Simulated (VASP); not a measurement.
# Sb in VASP: relaxation of the atoms with LDA

Aim: the relaxation of the atoms of Sb with LDA.

Everything below comes from runs of VASP 6.6.1. Logs are shortened: lines on timing, memory, paths and dates and some standing lists are left out, and cuts for length are marked.

**1. The cell of the first run**

The cell holds a slab with vacuum, 5 atoms: a = 3.314 Å, b = 3.314 Å, c = 26.822 Å, α = 90.00°, β = 90.00°, γ = 120.00°.

**2. Relaxation of the atoms, LDA**

INCAR reads:

```
SYSTEM = Sb
PREC     = Accurate       ! precision mode
ENCUT    = 520            ! plane-wave cutoff, eV
EDIFF    = 1E-6           ! SCF threshold, eV
ISMEAR   = -1             ! smearing method
SIGMA    = 0.05           ! smearing width, eV
LREAL    = .False.        ! projectors in reciprocal space
LASPH    = .True.         ! aspherical terms in the spheres
NELM     = 100            ! most SCF steps
ALGO     = Normal         ! electronic algorithm
ISIF     = 2              ! what is computed and relaxed
LWAVE    = .False.        ! write WAVECAR
LCHARG   = .False.        ! write CHGCAR
LDIPOL   = .True.       
IDIPOL   = 3            
DIPOL    = 0.5 0.5 0.500
IBRION   = 2              ! ionic algorithm
NSW      = 60             ! ionic steps
EDIFFG   = -0.01          ! ionic threshold
```

KPOINTS reads:

```
Automatic mesh
0
Gamma
  14 14 1
  0 0 0
```

POSCAR reads:

```
Sb
1.0
    3.3135280288      0.0000000000      0.0000000000
   -1.6567640144      2.8695994490      0.0000000000
    0.0000000000      0.0000000000     26.8219000000
Sb
5
Direct
    0.8333333330      0.1666666670      0.2982630385
    0.1666666670      0.8333333330      0.3991315190
    0.5000000000      0.5000000000      0.5000000000
    0.8333333330      0.1666666670      0.6008684810
    0.1666666670      0.8333333330      0.7017369615
```

Potentials or basis: VASP PAW LDA potentials, release 64 (Sb).

Started as:

```sh
$ cat potpaw_LDA.64/Sb/POTCAR > POTCAR
$ mpirun -np 1 vasp_std > vasp.out
```

OUTCAR:

```text
SYSTEM = Sb
   PREC = Accurate
   ENCUT = 520
   EDIFF = 1E-6
   ISMEAR = -1
   LREAL = .False.
   LASPH = .True.
   NELM = 100
   ISIF = 2
   IBRION = 2
   NSW = 60
   EDIFFG = -0.01

 ion  position               nearest neighbor table
   1  0.833  0.167  0.298-   2 3.31   2 3.31   2 3.31
   2  0.167  0.833  0.399-   1 3.31   1 3.31   1 3.31   3 3.31   3 3.31   3 3.31
   3  0.500  0.500  0.500-   2 3.31   4 3.31   4 3.31   2 3.31   2 3.31   4 3.31
   4  0.833  0.167  0.601-   5 3.31   5 3.31   5 3.31   3 3.31   3 3.31   3 3.31
   5  0.167  0.833  0.702-   4 3.31   4 3.31   4 3.31

  LATTYP: Found a hexagonal cell.
 ALAT       =     3.3135280288
 C/A-ratio  =     8.0946651928

  Lattice vectors:

 A1 = (   3.3135280288,   0.0000000000,   0.0000000000)
 A2 = (  -1.6567640144,   2.8695994490,   0.0000000000)
 A3 = (   0.0000000000,   0.0000000000,  26.8219000000)

Analysis of symmetry for initial positions (statically):
=====================================================================
 Subroutine PRICEL returns:
 Original cell was already a primitive cell.

 Routine SETGRP: Setting up the symmetry group for a
 hexagonal supercell.

 Subroutine GETGRP returns: Found 12 space group operations
 (whereof  4 operations were pure point group operations)
 out of a pool of 24 trial point group operations.

The static configuration has the point symmetry C_2h.
 The point group associated with its full space group is D_3d.

Analysis of symmetry for dynamics (positions and initial velocities):
=====================================================================
 Subroutine PRICEL returns:
 Original cell was already a primitive cell.

 Routine SETGRP: Setting up the symmetry group for a
 hexagonal supercell.

 Subroutine GETGRP returns: Found 12 space group operations
 (whereof  4 operations were pure point group operations)
 out of a pool of 24 trial point group operations.

The dynamic configuration has the point symmetry C_2h.
 The point group associated with its full space group is D_3d.

 Subroutine INISYM returns: Found 12 space group operations
 (whereof  4 operations are pure point group operations),
 and found     1 'primitive' translations

----------------------------------------------------------------------------------------

                                     Primitive cell

  volume of cell :     255.0360

  direct lattice vectors                    reciprocal lattice vectors
     3.313528029  0.000000000  0.000000000     0.301793131  0.174240346  0.000000000
    -1.656764014  2.869599449  0.000000000     0.000000000  0.348480691  0.000000000
     0.000000000  0.000000000 26.821900000     0.000000000  0.000000000  0.037282967

  length of vectors
     3.313528029  3.313528029 26.821900000     0.348480691  0.348480691  0.037282967

  position of ions in fractional coordinates (direct lattice)
     0.833333333  0.166666667  0.298263038
     0.166666667  0.833333333  0.399131519
     0.500000000  0.500000000  0.500000000
     0.833333333  0.166666667  0.600868481
     0.166666667  0.833333333  0.701736962

  ion indices of the primitive-cell ions
   primitive index   ion index
                 1           1
                 2           2
                 3           3
                 4           4
                 5           5

----------------------------------------------------------------------------------------

 KPOINTS: Automatic mesh

Automatic generation of k-mesh.
 Grid dimensions read from file:
 generate k-points for:   14   14    1

 Generating k-lattice:

  Cartesian coordinates                     Fractional coordinates (reciprocal lattice)
     0.021556652  0.012445739  0.000000000     0.071428571  0.000000000  0.000000000
     0.000000000  0.024891478  0.000000000     0.000000000  0.071428571  0.000000000
     0.000000000  0.000000000  0.037282967     0.000000000  0.000000000  1.000000000

  Length of vectors
     0.024891478  0.024891478  0.037282967

  Shift w.r.t. Gamma in fractional coordinates (k-lattice)
     0.000000000  0.000000000  0.000000000

 Subroutine IBZKPT returns following result:
 ===========================================

 Found     24 irreducible k-points:

 Following reciprocal coordinates:
            Coordinates               Weight
  0.000000  0.000000  0.000000      1.000000
  0.071429  0.000000  0.000000      6.000000
  0.142857  0.000000  0.000000      6.000000
  0.214286 -0.000000  0.000000      6.000000
  0.285714  0.000000  0.000000      6.000000
  0.357143  0.000000  0.000000      6.000000
[... 16 lines left out ...]
  0.285714  0.285714  0.000000      6.000000
  0.357143  0.285714  0.000000      6.000000
   k-points           NKPTS =     24   k-points in BZ     NKDIM =     24   number of bands    NBANDS=     16
   number of dos      NEDOS =    301   number of ions     NIONS =      5
   total plane-waves  NPLWV = 156800
   dimension x,y,z NGX =    28 NGY =   28 NGZ =  200
   dimension x,y,z NGXF=    56 NGYF=   56 NGZF=  400
   ions per type =               5
   NGX,Y,Z   is equivalent  to a cutoff of  14.05, 14.05, 12.40 a.u.
   NGXF,Y,Z  is equivalent  to a cutoff of  28.10, 28.10, 24.79 a.u.
 SYSTEM =  Sb
   PREC   = accura    normal or accurate (medium, high low for compatibility)
   ISTART =      0    job   : 0-new  1-cont  2-samecut
   ICHARG =      2    charge: 1-file 2-atom 10-const
   ISPIN  =      1    spin polarized calculation?
   LNONCOLLINEAR =      F non collinear calculations
   LSORBIT =      F    spin-orbit coupling
   LASPH  =      T    aspherical Exc in radial PAW
   ENCUT  =  520.0 eV  38.22 Ry    6.18 a.u.   6.16  6.16 49.87*2*pi/ulx,y,z
   NELM   =    100;   NELMIN=  2; NELMDL= -5     # of ELM steps
   EDIFF  = 0.1E-05   stopping-criterion for ELM
   LREAL  =      F    real-space projection
   EDIFFG = -.1E-01   stopping-criterion for IOM
   NSW    =     60    number of steps for IOM
   IBRION =      2    ionic relax: 0-MD 1-quasi-New 2-CG
   NFREE  =      1    steps in history (QN), initial steepest desc. (CG)
   ISIF   =      2    stress and relaxation
   ISYM   =      2    0-nonsym 1-usesym 2-fastsym
   POTIM  = 0.5000    time-step for ionic-motion
   TEBEG  =    0.0;   TEEND  =   0.0 temperature during run
   PSTRESS=    0.0 pullay stress
   NELECT =      25.0000    total number of electrons
   NUPDOWN=      -1.0000    fix difference up-down
   EMIN   =  10.00;   EMAX   =-10.00  energy-range for DOS
   EFERMI =   0.00;   METHOD = LEGACY
   ISMEAR =    -1;   SIGMA  =   0.05  broadening in eV -4-tet -1-fermi 0-gaus
   EFERMI_NEDOS =   21; number of points for ismear=-14 and -15
   IALGO  =     38    algorithm
   IMIX   =      4    mixing-type and parameters
     AMIX     =   0.40;   BMIX     =  1.00
     AMIX_MAG =   1.60;   BMIX_MAG =  1.00
  volume/ion in A,a.u.               =      51.01       344.21
  Fermi-wavevector in a.u.,A,eV,Ry     =   0.754839  1.426439  7.752354  0.569782
  Thomas-Fermi vector in A             =   1.852597
   LORBIT       =      0    0 simple, 1 ext, 2 COOP (PROOUT), +10 PAW based schemes
   GGA     = CA    functional components
   LHFCALC =     F    Hartree Fock is set to
   AEXX    =    0.0000 exact exchange contribution
   IVDW    =     0    specifies the selected vdW correction
   LEPSILON=     F    determine dielectric tensor
   LRPA    =     F    only Hartree local field effects (RPA)
 conjugate gradient relaxation of ions
 non-spin polarized calculation
  energy-cutoff  :      520.00
  volume of cell :      255.04
 maximum number of plane-waves:      6896
 NGX is ok and might be reduce to    28
   NGX = 13   NGY = 13   NGZ = 99

--------------------------------------- Ionic step        1  -------------------------------------------

 number of electron      25.0000000 magnetization

 Free energy of the ion-electron system (eV)
  ---------------------------------------------------
  ext. energy  EPLUGINS =         0.00000000
  ---------------------------------------------------
  free energy    TOTEN  =       -22.11569888 eV

  energy without entropy =      -22.07646849  energy(sigma->0) =      -22.09608368

------------------------ aborting loop because EDIFF is reached ----------------------------------------

  FORCE on cell =-STRESS in cart. coord.  units (eV):
  Direction    XX          YY          ZZ          XY          YZ          ZX
  --------------------------------------------------------------------------------------
  -------------------------------------------------------------------------------------
  Total       -1.9165988     -1.9165988     -0.5936912      0.0000000      0.0000000      0.0000000
  in kB      -12.0403834    -12.0403834     -3.7296639      0.0000000      0.0000000      0.0000000
  external PRESSURE =      -9.2701436 kB  Pullay stress =       0.0000000 kB
[... 254 lines left out ...]
  FREE ENERGIE OF THE ION-ELECTRON SYSTEM (eV)
  ---------------------------------------------------
  free  energy   TOTEN  =       -22.1537113871 eV

  energy  without entropy=      -22.1184201850  energy(sigma->0) =      -22.13606579

 dipolmoment           0.000000      0.000000     -0.000000 electrons x Angstroem

--------------------------------------- Ionic step        8  -------------------------------------------

 number of electron      25.0000000 magnetization

------------------------ aborting loop because EDIFF is reached ----------------------------------------
[... 34 lines left out ...]
--------------------------------------- Ionic step        9  -------------------------------------------

 number of electron      25.0000000 magnetization

 dipolmoment           0.000000      0.000000      0.000000 electrons x Angstroem

 Free energy of the ion-electron system (eV)
  ---------------------------------------------------
  ext. energy  EPLUGINS =         0.00000000
  ---------------------------------------------------
  free energy    TOTEN  =       -22.15445676 eV

  energy without entropy =      -22.12135482  energy(sigma->0) =      -22.13790579

 E-fermi :   2.4191     XC(G=0):  -5.9525

 val. band max:        2.4069726920   @ k =   0.4286   0.1429   0.0000
 cond. band min:       2.4203119130   @ k =   0.2143   0.2143   0.0000
 fundamental gap:      0.0133392210
 Fermi energy:         2.4190852412

 k-point     1 :       0.0000    0.0000    0.0000
  band No.  band energies     occupation
      1     -10.7430      2.00000
      2     -10.4613      2.00000
      3      -9.4151      2.00000
      4      -8.2040      2.00000
      5      -7.3943      2.00000
      6      -2.9580      2.00000
[... 435 lines left out ...]
      5      -5.3492      2.00000
      6      -2.2502      2.00000
[... 8 lines left out ...]
     15       0.9896      2.00000
     16       2.7289      0.00406

------------------------ aborting loop because EDIFF is reached ----------------------------------------

 vacuum level on the upper side and lower side of the slab       (xc-potential included)        -0.150        -0.150

  FORCE on cell =-STRESS in cart. coord.  units (eV):
  Direction    XX          YY          ZZ          XY          YZ          ZX
  --------------------------------------------------------------------------------------
  -------------------------------------------------------------------------------------
  Total       -1.6635172     -1.6635172     -0.0013702      0.0000000     -0.0000000      0.0000000
  in kB      -10.4504843    -10.4504843     -0.0086075      0.0000000     -0.0000000      0.0000000
  external PRESSURE =      -6.9698587 kB  Pullay stress =       0.0000000 kB
[... 20 lines left out ...]
  FREE ENERGIE OF THE ION-ELECTRON SYSTEM (eV)
  ---------------------------------------------------
  free  energy   TOTEN  =       -22.1544567625 eV

  energy  without entropy=      -22.1213548196  energy(sigma->0) =      -22.13790579

 reached required accuracy - stopping structural energy minimisation

 vacuum level on the upper side and lower side of the slab         6.627         6.627
```

Run time: 12 min. Hardware: 1 thread of Intel Xeon Platinum 8259CL at 2.50GHz (Skylake/Cascade Lake), shared host; peak memory 0.35 GiB.

Results:

| Quantity | Value |
| --- | --- |
| Free energy | -22.1545 eV |
| Energy gained by relaxing | 7.8 meV/atom |
| Ionic steps | 9 |
| Largest force after relaxing | 0.003 eV/Å |

Forces on the atoms (eV/Å):
```
Sb   0.000  0.000 -0.002
Sb   0.000  0.000  0.003
Sb   0.000  0.000  0.000
Sb   0.000  0.000 -0.003
Sb   0.000  0.000  0.002
```

The path:
```
step  energy change (eV)  largest force (eV/Å)  pressure (GPa)
   1              0.0000                0.3122           -0.93
   2             -0.0126                0.2661           -0.86
   3             -0.0357                0.0901           -0.62
   4             -0.0376                0.0287           -0.48
   5             -0.0376                0.0199           -0.50
   6             -0.0377                0.0194           -0.51
   7             -0.0380                0.0173           -0.53
   8             -0.0384                0.0130           -0.59
   9             -0.0388                0.0031           -0.70
```

Final structure:
```cif
data_structure
_symmetry_space_group_name_H-M 'P 1'
_symmetry_Int_Tables_number 1
_cell_length_a 3.3135
_cell_length_b 3.3135
_cell_length_c 26.8219
_cell_angle_alpha 90.000
_cell_angle_beta 90.000
_cell_angle_gamma 120.000
_cell_volume 255.04
loop_
_atom_site_label
_atom_site_type_symbol
_atom_site_fract_x
_atom_site_fract_y
_atom_site_fract_z
_atom_site_occupancy
Sb1 Sb 0.83333 0.16667 0.29882 1
Sb2 Sb 0.16667 0.83333 0.39521 1
Sb3 Sb 0.50000 0.50000 0.50000 1
Sb4 Sb 0.83333 0.16667 0.60479 1
Sb5 Sb 0.16667 0.83333 0.70118 1
```

Levels at points of the mesh, in eV from the Fermi level:
```csv
k point,band 8,band 9,band 10,band 11,band 12,band 13,band 14,band 15,band 16
"(0.00, 0.00, 0.00)",-1.49,0.98,2.89,3.85,3.85,3.98,4.01,4.01,4.64
"(0.50, 0.00, 0.00)",-4.71,-4.16,-4.03,-0.99,-0.74,-0.09,0.51,0.81,1.08
```

Caveat: the highest band is partly filled, so the run has too few bands; spin-orbit coupling is left out, which moves the levels of the heavy elements.
